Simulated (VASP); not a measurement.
Here is a VASP 6.6.1 calculation.

The input INCAR:

```
PREC = Accurate
ENCUT = 600
EDIFF = 1E-6
ISMEAR = 0
SIGMA = 0.1
LREAL = False
LASPH = True
NELM = 150
ALGO = Normal
ISIF = 3
LWAVE = False
LCHARG = False
ISPIN = 2
MAGMOM = 0 0 1 1 1 1
LORBIT = 11
GGA = PE
IBRION = 2
NSW = 90
EDIFFG = -0.04
```

KPOINTS

```
regular mesh
0
Gamma
  6 6 4
```

The input POSCAR:

```
MgZnO4
1.0
    3.4351185300      0.0000000000      0.0000000000
    0.0000000000      3.4351185300      0.0000000000
    0.0000000000      0.0000000000      4.9301617500
Mg Zn O
1 1 4
Direct
    0.0000000000      0.0000000000      0.0000000000
    0.5000000000      0.5000000000      0.5000000000
    0.5000000000      0.0000000000      0.7338745000
    0.0000000000      0.5000000000      0.2661255000
    0.5000000000      0.0000000000      0.2661255000
    0.0000000000      0.5000000000      0.7338745000
```

Potentials or basis: VASP PAW PBE potentials, release 64 (Mg, Zn, O).

Run with:

```console
$ cat potpaw_PBE.64/Mg/POTCAR potpaw_PBE.64/Zn/POTCAR potpaw_PBE.64/O/POTCAR > POTCAR
$ mpirun -np 1 vasp_std > vasp.out
```

(1) What does it give for the site moments?

(2) Estimate the relaxed cell.

Answers

(1) Mg -0.01; Zn +0.08; O +0.86 μB.

(2) a = 3.567 Å, b = 3.567 Å, c = 4.912 Å, α = 90.00°, β = 90.00°, γ = 90.00°.
